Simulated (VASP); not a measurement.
Input of a VASP 6.6.1 run:

File INCAR:

```
SYSTEM = TaN
  PREC = Accurate
  ENCUT = 520
  EDIFF = 1E-6
  ISMEAR = -1
  SIGMA = 0.05
  LREAL = .False.
  LASPH = .True.
  NELM = 150
  ALGO = Normal
  ISIF = 2
  LWAVE = .False.
  LCHARG = .False.
  LMAXMIX = 4
  LDAU = .True.
  LDAUTYPE = 2
  LDAUL = 2 -1
  LDAUU = 8 0
  LDAUJ = 0 0
  LDAUPRINT = 1
  GGA = PS
  NBANDS = 15
```

File KPOINTS:

```
Automatic mesh
0
Gamma
  10 10 9
  0 0 0
```

The input POSCAR:

```
TaN
1.0
    2.9380000000      0.0000000000      0.0000000000
   -1.4690000000      2.5443826363      0.0000000000
    0.0000000000      0.0000000000      2.8830000000
Ta N
1 1
Direct
    0.0000000000      0.0000000000      0.5000000000
    0.6666666667      0.3333333333      0.0000000000
```

Potentials or basis: VASP PAW PBE potentials, release 64 (Ta_pv, N).

Command:

```bash
$ cat potpaw_PBE.64/Ta_pv/POTCAR potpaw_PBE.64/N/POTCAR > POTCAR
$ mpirun -np 1 vasp_std > vasp.out
```

**Question.** What does it give for the pressure?

**Answer.** 23.3 GPa.

**Question.** Predict the band gap on the k mesh.

**Answer.** Zero (bands 8 and 9 overlap by 0.36 eV).

Eigenvalues of the final occupation matrices:
| site | spin | trace | eigenvalues |
| --- | --- | --- | --- |
| site 1 d | 1 | 1.10 | 0.16 0.16 0.24 0.24 0.30 |
| site 1 d | 2 | 1.10 | 0.16 0.16 0.24 0.24 0.30 |

Caveat: the cell stands under pressure; the PAW data sets were made with another functional, which shifts forces and pressure a little; spin-orbit coupling is left out, which moves the levels of the heavy elements; U without spin polarisation on a metal has little footing.
